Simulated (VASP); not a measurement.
Here is a VASP 6.6.1 calculation.

The input INCAR:

```
PREC     = Accurate       # precision mode
ENCUT    = 520            # plane-wave cutoff, eV
EDIFF    = 1E-6           # SCF threshold, eV
ISMEAR   = 0              # smearing method
SIGMA    = 0.1            # smearing width, eV
LREAL    = F              # projectors in reciprocal space
LASPH    = T              # aspherical terms in the spheres
NELM     = 60             # most SCF steps
ALGO     = Normal         # electronic algorithm
ISIF     = 2              # what is computed and relaxed
LWAVE    = F              # write WAVECAR
LCHARG   = T              # write CHGCAR
GGA      = PS             # functional
LELF     = T              # ELF
LVHAR    = T            
NBANDS   = 13             # bands
```

File KPOINTS:

```
regular mesh
0
Gamma
  20 20 20
```

File POSCAR:

```
Ge
1.0
    2.6669299159      0.0000000000      0.0000000000
    0.0000000000      2.6669299159      0.0000000000
    0.0000000000      0.0000000000      2.6669299159
Ge
1
Direct
    0.5000000000      0.5000000000      0.5000000000
```

Potentials or basis: VASP PAW PBE potentials, release 64 (Ge_d).

Launch:

```sh
$ cat potpaw_PBE.64/Ge_d/POTCAR > POTCAR
$ mpirun -np 1 vasp_std > vasp.out
```

**Question.** Predict the band gap on the k mesh.

**Answer.** Zero (bands 7 and 8 overlap by 9.52 eV).

**Question.** What does it give for the pressure?

**Answer.** -0.1 GPa.

Caveat: the PAW data sets were made with another functional, which shifts forces and pressure a little.
